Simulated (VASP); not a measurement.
# Te2I3 in VASP: notebook

Runs on Te2I3. Level: PBE. Tasks: single point.

Everything below comes from runs of VASP 6.6.1. Logs are shortened: lines on timing, memory, paths and dates and some standing lists are left out, and cuts for length are marked.

### Step 1. The cell of the first run

The structure is trigonal, space group R32 (No. 155). Conventional cell: a = 8.856 Å, b = 8.856 Å, c = 9.617 Å, α = 90.00°, β = 90.00°, γ = 120.00°. Te (site symmetry 3) has 3 I at 3.00 Å and 1 Te at 3.28 Å within 3.9 Å. Within 3.9 Å of I (site symmetry 2) lie 2 Te at 3.00 Å.

### Step 2. Single point, PBE

Contents of INCAR:

```
SYSTEM = Te2I3
ALGO     = Normal         ! electronic algorithm
EDIFF    = 1E-7           ! SCF threshold, eV
ENCUT    = 520            ! plane-wave cutoff, eV
GGA      = PE             ! functional
ISIF     = 2              ! what is computed and relaxed
ISMEAR   = 0              ! smearing method
LASPH    = .True.         ! aspherical terms in the spheres
LCHARG   = .False.        ! write CHGCAR
LREAL    = .False.        ! projectors in reciprocal space
LWAVE    = .False.        ! write WAVECAR
NBANDS   = 24             ! bands
NELM     = 60             ! most SCF steps
PREC     = Accurate       ! precision mode
SIGMA    = 0.1            ! smearing width, eV
```

Contents of KPOINTS:

```
k-points
0
Gamma
  3 3 3
  0 0 0
```

Contents of POSCAR:

```
Te2I3
1.0
    4.4277786294      2.5563791853      3.2056350523
   -4.4277786294      2.5563791853      3.2056350523
    0.0000000000     -5.1127583656      3.2056350562
Te I
2 3
Direct
    0.3295345049      0.3295345049      0.3295345049
    0.6704654951      0.6704654951      0.6704654951
    0.5000000000     -0.0007982682      1.0007982682
    1.0007982682      0.5000000000     -0.0007982682
   -0.0007982682      1.0007982682      0.5000000000
```

Potentials or basis: VASP PAW PBE potentials, release 64 (Te, I).

Command:

```sh
$ cat potpaw_PBE.64/Te/POTCAR potpaw_PBE.64/I/POTCAR > POTCAR
$ mpirun -np 1 vasp_std > vasp.out
```

OUTCAR:

```text
SYSTEM = Te2I3
   EDIFF = 1E-7
   ENCUT = 520
   GGA = PE
   ISIF = 2
   ISMEAR = 0
   LASPH = .True.
   LREAL = .False.
   NELM = 60
   PREC = Accurate

 ion  position               nearest neighbor table
   1  0.330  0.330  0.330-   3 3.00   4 3.00   5 3.00   2 3.28
   2  0.670  0.670  0.670-   4 3.00   3 3.00   5 3.00   1 3.28
   3  0.500  0.999  0.001-   1 3.00   2 3.00
   4  0.001  0.500  0.999-   2 3.00   1 3.00
   5  0.999  0.001  0.500-   1 3.00   2 3.00

  LATTYP: Found a trigonal (rhomboedric) cell.
 ALAT       =     6.0345997563
 COS(alpha) =    -0.0767251405

  Lattice vectors:

 A1 = (   4.4277786294,   2.5563791853,   3.2056350523)
 A2 = (  -4.4277786294,   2.5563791853,   3.2056350523)
 A3 = (   0.0000000000,  -5.1127583656,   3.2056350562)

Analysis of symmetry for initial positions (statically):
=====================================================================
 Subroutine PRICEL returns:
 Original cell was already a primitive cell.

 Routine SETGRP: Setting up the symmetry group for a
 trigonal (rhombohedral) supercell.

 Subroutine GETGRP returns: Found  6 space group operations
 (whereof  6 operations were pure point group operations)
 out of a pool of 12 trial point group operations.

The static configuration has the point symmetry D_3 .

Analysis of symmetry for dynamics (positions and initial velocities):
=====================================================================
 Subroutine PRICEL returns:
 Original cell was already a primitive cell.

 Routine SETGRP: Setting up the symmetry group for a
 trigonal (rhombohedral) supercell.

 Subroutine GETGRP returns: Found  6 space group operations
 (whereof  6 operations were pure point group operations)
 out of a pool of 12 trial point group operations.

The dynamic configuration has the point symmetry D_3 .

 Subroutine INISYM returns: Found  6 space group operations
 (whereof  6 operations are pure point group operations),
 and found     1 'primitive' translations

----------------------------------------------------------------------------------------

                                     Primitive cell

  volume of cell :     217.7091

  direct lattice vectors                    reciprocal lattice vectors
     4.427778629  2.556379185  3.205635052     0.112923441  0.065196379  0.103983556
    -4.427778629  2.556379185  3.205635052    -0.112923441  0.065196379  0.103983556
     0.000000000 -5.112758366  3.205635056     0.000000000 -0.130392758  0.103983556

  length of vectors
     6.034599756  6.034599756  6.034599756     0.166777851  0.166777851  0.166777851

  position of ions in fractional coordinates (direct lattice)
     0.329534505  0.329534505  0.329534505
     0.670465495  0.670465495  0.670465495
     0.500000000  0.999201732  0.000798268
     0.000798268  0.500000000  0.999201732
     0.999201732  0.000798268  0.500000000

  ion indices of the primitive-cell ions
   primitive index   ion index
                 1           1
                 2           2
                 3           3
                 4           4
                 5           5

----------------------------------------------------------------------------------------

 KPOINTS: k-points

Automatic generation of k-mesh.
 Grid dimensions read from file:
 generate k-points for:    3    3    3

 Generating k-lattice:

  Cartesian coordinates                     Fractional coordinates (reciprocal lattice)
     0.037641147  0.021732126  0.034661185     0.333333333 -0.000000000  0.000000000
    -0.037641147  0.021732126  0.034661185    -0.000000000  0.333333333  0.000000000
     0.000000000 -0.043464253  0.034661185    -0.000000000 -0.000000000  0.333333333

  Length of vectors
     0.055592617  0.055592617  0.055592617

  Shift w.r.t. Gamma in fractional coordinates (k-lattice)
     0.000000000  0.000000000  0.000000000

 Subroutine IBZKPT returns following result:
 ===========================================

 Found      6 irreducible k-points:

 Following reciprocal coordinates:
            Coordinates               Weight
  0.000000  0.000000  0.000000      1.000000
  0.333333  0.000000 -0.000000      6.000000
  0.333333  0.333333 -0.000000      6.000000
 -0.333333  0.333333  0.000000      6.000000
  0.333333  0.333333  0.333333      2.000000
 -0.333333  0.333333  0.333333      6.000000
   k-points           NKPTS =      6   k-points in BZ     NKDIM =      6   number of bands    NBANDS=     24
   number of dos      NEDOS =    301   number of ions     NIONS =      5
   total plane-waves  NPLWV = 110592
   dimension x,y,z NGX =    48 NGY =   48 NGZ =   48
   dimension x,y,z NGXF=    96 NGYF=   96 NGZF=   96
   ions per type =               2   3
   NGX,Y,Z   is equivalent  to a cutoff of  13.22, 13.22, 13.22 a.u.
   NGXF,Y,Z  is equivalent  to a cutoff of  26.45, 26.45, 26.45 a.u.
 SYSTEM =  Te2I3
   PREC   = accura    normal or accurate (medium, high low for compatibility)
   ISTART =      0    job   : 0-new  1-cont  2-samecut
   ICHARG =      2    charge: 1-file 2-atom 10-const
   ISPIN  =      1    spin polarized calculation?
   LNONCOLLINEAR =      F non collinear calculations
   LSORBIT =      F    spin-orbit coupling
   LASPH  =      T    aspherical Exc in radial PAW
   ENCUT  =  520.0 eV  38.22 Ry    6.18 a.u.  11.22 11.22 11.22*2*pi/ulx,y,z
   NELM   =     60;   NELMIN=  2; NELMDL= -5     # of ELM steps
   EDIFF  = 0.1E-06   stopping-criterion for ELM
   LREAL  =      F    real-space projection
   EDIFFG = 0.1E-05   stopping-criterion for IOM
   NSW    =      0    number of steps for IOM
   IBRION =     -1    ionic relax: 0-MD 1-quasi-New 2-CG
   NFREE  =      0    steps in history (QN), initial steepest desc. (CG)
   ISIF   =      2    stress and relaxation
   ISYM   =      2    0-nonsym 1-usesym 2-fastsym
   POTIM  = 0.5000    time-step for ionic-motion
   TEBEG  =    0.0;   TEEND  =   0.0 temperature during run
   PSTRESS=    0.0 pullay stress
   NELECT =      33.0000    total number of electrons
   NUPDOWN=      -1.0000    fix difference up-down
   EMIN   =  10.00;   EMAX   =-10.00  energy-range for DOS
   EFERMI =   0.00;   METHOD = LEGACY
   ISMEAR =     0;   SIGMA  =   0.10  broadening in eV -4-tet -1-fermi 0-gaus
   EFERMI_NEDOS =   21; number of points for ismear=-14 and -15
   IALGO  =     38    algorithm
   IMIX   =      4    mixing-type and parameters
     AMIX     =   0.40;   BMIX     =  1.00
     AMIX_MAG =   1.60;   BMIX_MAG =  1.00
  volume/ion in A,a.u.               =      43.54       293.83
  Fermi-wavevector in a.u.,A,eV,Ry     =   0.872879  1.649502 10.366517  0.761918
  Thomas-Fermi vector in A             =   1.992191
   LORBIT       =      0    0 simple, 1 ext, 2 COOP (PROOUT), +10 PAW based schemes
   GGA     = PE    functional components
   LHFCALC =     F    Hartree Fock is set to
   AEXX    =    0.0000 exact exchange contribution
   IVDW    =     0    specifies the selected vdW correction
   LEPSILON=     F    determine dielectric tensor
   LRPA    =     F    only Hartree local field effects (RPA)
 non-spin polarized calculation
 Gauss-broadening in eV      SIGMA  =   0.10
  energy-cutoff  :      520.00
  volume of cell :      217.71
 maximum number of plane-waves:      5879
 NGX is ok and might be reduce to    48
   NGX = 23   NGY = 23   NGZ = 23

 number of electron      33.0000001 magnetization

 Free energy of the ion-electron system (eV)
  ---------------------------------------------------
  ext. energy  EPLUGINS =         0.00000000
  ---------------------------------------------------
  free energy    TOTEN  =       -10.59954098 eV

  energy without entropy =      -10.58844398  energy(sigma->0) =      -10.59399248

 E-fermi :   2.7989     XC(G=0):  -7.8711

 val. band max:        2.7466354583   @ k =   0.3333   0.0000  -0.0000
 cond. band min:       3.1017417859   @ k =  -0.3333   0.3333   0.0000
 fundamental gap:      0.3551063276
 Fermi energy:         2.7989380659

 k-point     1 :       0.0000    0.0000    0.0000
  band No.  band energies     occupation
      1     -10.3628      2.00000
      2      -9.2327      2.00000
      3      -9.2327      2.00000
      4      -7.8950      2.00000
      5      -7.2306      2.00000
      6      -1.3391      2.00000
      7      -1.3391      2.00000
      8       0.1262      2.00000
      9       0.1262      2.00000
     10       0.1438      2.00000
     11       0.3024      2.00000
     12       1.1111      2.00000
     13       1.8639      2.00000
     14       1.8639      2.00000
     15       1.9068      2.00000
     16       1.9068      2.00000
     17       2.2768      2.00000
     18       4.1395      0.00000
     19       4.1395      0.00000
     20       5.7345      0.00000
     21       7.3023      0.00000
     22       7.5534      0.00000
     23       7.5762      0.00000
     24       7.5762      0.00000

 k-point     2 :       0.3333    0.0000   -0.0000
  band No.  band energies     occupation
      1     -10.1521      2.00000
      2      -9.5791      2.00000
      3      -9.2273      2.00000
      4      -7.9116      2.00000
      5      -7.0255      2.00000
      6      -1.4060      2.00000
      7      -1.3450      2.00000
      8      -0.8024      2.00000
      9       0.3109      2.00000
     10       0.4400      2.00000
     11       0.9635      2.00000
     12       1.0470      2.00000
     13       1.4142      2.00000
     14       1.5479      2.00000
     15       1.6955      2.00000
     16       2.1006      2.00000
     17       2.7466      1.54050
     18       4.0948      0.00000
     19       4.6741      0.00000
     20       4.8697      0.00000
     21       8.1991      0.00000
     22       8.4081      0.00000
     23       8.5840      0.00000
     24       8.6740      0.00000

 k-point     3 :       0.3333    0.3333   -0.0000
  band No.  band energies     occupation
      1     -10.0134      2.00000
      2      -9.5562      2.00000
      3      -9.3897      2.00000
      4      -8.0924      2.00000
      5      -6.8141      2.00000
      6      -1.4891      2.00000
      7      -1.2535      2.00000
      8      -1.0246      2.00000
      9       0.3141      2.00000
     10       0.3427      2.00000
     11       0.4243      2.00000
     12       1.2332      2.00000
     13       1.4478      2.00000
     14       1.6208      2.00000
     15       1.7764      2.00000
     16       2.3383      2.00000
     17       3.1205      0.00001
     18       4.1022      0.00000
     19       4.8534      0.00000
     20       5.0087      0.00000
     21       8.1149      0.00000
     22       8.5954      0.00000
     23       8.9356      0.00000
     24       9.3357      0.00000

 k-point     4 :      -0.3333    0.3333    0.0000
  band No.  band energies     occupation
      1      -9.9660      2.00000
      2      -9.7196      2.00000
      3      -9.3228      2.00000
      4      -7.7910      2.00000
      5      -7.1289      2.00000
      6      -1.4798      2.00000
      7      -1.3665      2.00000
      8      -0.5632      2.00000
      9      -0.1455      2.00000
     10       0.5471      2.00000
     11       0.7467      2.00000
     12       0.7779      2.00000
     13       1.3036      2.00000
     14       1.7558      2.00000
     15       2.0508      2.00000
     16       2.3452      2.00000
     17       3.1017      0.00002
     18       4.2626      0.00000
     19       4.3768      0.00000
     20       5.0014      0.00000
     21       8.4425      0.00000
     22       8.7855      0.00000
     23       8.8998      0.00000
     24       9.1946      0.00000

 k-point     5 :       0.3333    0.3333    0.3333
  band No.  band energies     occupation
      1     -10.0205      2.00000
      2      -9.3841      2.00000
      3      -9.3790      2.00000
      4      -8.4216      2.00000
      5      -6.6517      2.00000
      6      -1.5483      2.00000
      7      -1.5421      2.00000
      8      -1.3694      2.00000
      9       0.4413      2.00000
     10       0.8227      2.00000
     11       0.8232      2.00000
     12       1.5930      2.00000
     13       1.6136      2.00000
     14       1.7834      2.00000
     15       1.7957      2.00000
     16       1.8040      2.00000
     17       2.4283      2.00000
     18       4.4512      0.00000
     19       4.9710      0.00000
     20       4.9762      0.00000
     21       8.7168      0.00000
     22       8.7204      0.00000
     23       8.8152      0.00000
     24       9.7074      0.00000

 k-point     6 :      -0.3333    0.3333    0.3333
  band No.  band energies     occupation
      1      -9.9442      2.00000
      2      -9.6465      2.00000
      3      -9.3797      2.00000
      4      -7.7144      2.00000
      5      -7.3048      2.00000
      6      -1.6352      2.00000
      7      -1.4111      2.00000
      8      -0.7326      2.00000
      9      -0.0046      2.00000
     10       0.4351      2.00000
     11       0.7012      2.00000
     12       1.1977      2.00000
     13       1.5443      2.00000
     14       1.8434      2.00000
     15       2.1871      2.00000
     16       2.5621      1.99919
     17       2.6535      1.96029
     18       4.1870      0.00000
     19       4.4671      0.00000
     20       5.2341      0.00000
     21       8.3423      0.00000
     22       8.8173      0.00000
     23       9.2851      0.00000
     24       9.5096      0.00000

------------------------ aborting loop because EDIFF is reached ----------------------------------------

  FORCE on cell =-STRESS in cart. coord.  units (eV):
  Direction    XX          YY          ZZ          XY          YZ          ZX
  --------------------------------------------------------------------------------------
  -------------------------------------------------------------------------------------
  Total        0.0814560      0.0814560     -0.0685588      0.0000000     -0.0000000      0.0000000
  in kB        0.5994556      0.5994556     -0.5045420      0.0000000     -0.0000000      0.0000000
  external PRESSURE =       0.2314564 kB  Pullay stress =       0.0000000 kB

 VOLUME and BASIS-vectors are now :
 -----------------------------------------------------------------------------
  energy-cutoff  :      520.00
  volume of cell :      217.71
      direct lattice vectors                 reciprocal lattice vectors
     4.427778629  2.556379185  3.205635052     0.112923441  0.065196379  0.103983556
    -4.427778629  2.556379185  3.205635052    -0.112923441  0.065196379  0.103983556
     0.000000000 -5.112758366  3.205635056     0.000000000 -0.130392758  0.103983556

 POSITION                                       TOTAL-FORCE (eV/Angst)
 -----------------------------------------------------------------------------------
      0.00000      0.00000      3.16910         0.000000      0.000000      0.021982
      0.00000      0.00000      6.44780         0.000000     -0.000000     -0.021982
     -2.21035      3.82845      4.80845        -0.003620      0.006270     -0.000000
     -2.21035     -3.82845      4.80845        -0.003620     -0.006270      0.000000
      4.42071      0.00000      4.80845         0.007240      0.000000      0.000000
 -----------------------------------------------------------------------------------
    total drift:                                0.000000      0.000000     -0.000000

  FREE ENERGIE OF THE ION-ELECTRON SYSTEM (eV)
  ---------------------------------------------------
  free  energy   TOTEN  =       -10.5995409785 eV

  energy  without entropy=      -10.5884439794  energy(sigma->0) =      -10.59399248
```

Wall time 25 s (1 thread of Intel Xeon Platinum 8488C (Sapphire Rapids), shared host); peak memory 0.31 GiB.

What came out:

- Free energy: -10.5995 eV
- Pressure: 0.0 GPa
- Largest force: 0.022 eV/Å

Forces in eV/Å, atoms in the order of the input:
```
Te   0.000  0.000  0.022
Te   0.000  0.000 -0.022
I   -0.004  0.006  0.000
I   -0.004 -0.006  0.000
I    0.007  0.000  0.000
```

Caveat: spin-orbit coupling is left out, which moves the levels of the heavy elements; an odd number of electrons without spin polarisation forces a metal; a magnetic or distorted state may lie lower.

(Part 1 of 2 ends here.)
